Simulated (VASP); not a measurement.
A run of VASP 6.6.1 is set up as follows.

Contents of INCAR:

```
PREC     = Accurate       # precision mode
ENCUT    = 500            # plane-wave cutoff, eV
EDIFF    = 1E-6           # SCF threshold, eV
ISMEAR   = -1             # smearing method
SIGMA    = 0.15           # smearing width, eV
LREAL    = F              # projectors in reciprocal space
LASPH    = T              # aspherical terms in the spheres
NELM     = 120            # most SCF steps
ALGO     = Normal         # electronic algorithm
ISIF     = 2              # what is computed and relaxed
LWAVE    = F              # write WAVECAR
LCHARG   = F              # write CHGCAR
GGA      = PE             # functional
NBANDS   = 13             # bands
GGA_COMPAT= F
```

File KPOINTS:

```
Automatic mesh
0
Gamma
  4 4 4
```

File POSCAR:

```
Ge
1.0
    0.0000000000      2.1256371500      2.1256371500
    2.1256371500      0.0000000000      2.1256371500
    2.1256371500      2.1256371500      0.0000000000
Ge
1
Direct
    0.0000000000      0.0000000000      0.0000000000
```

Potentials or basis: VASP PAW PBE potentials, release 64 (Ge_d).

Launch:

```console
$ cat potpaw_PBE.64/Ge_d/POTCAR > POTCAR
$ mpirun -np 1 vasp_std > vasp.out
```

(1) Predict the pressure.

(2) What does it give for the band gap on the k mesh?

Answers

(1) 1.4 GPa.

(2) zero (band 7 reaches 15.42 eV, above the bottom of band 8 at 4.56 eV).

Caveat: the k points lie up to 0.64 Å⁻¹ apart.
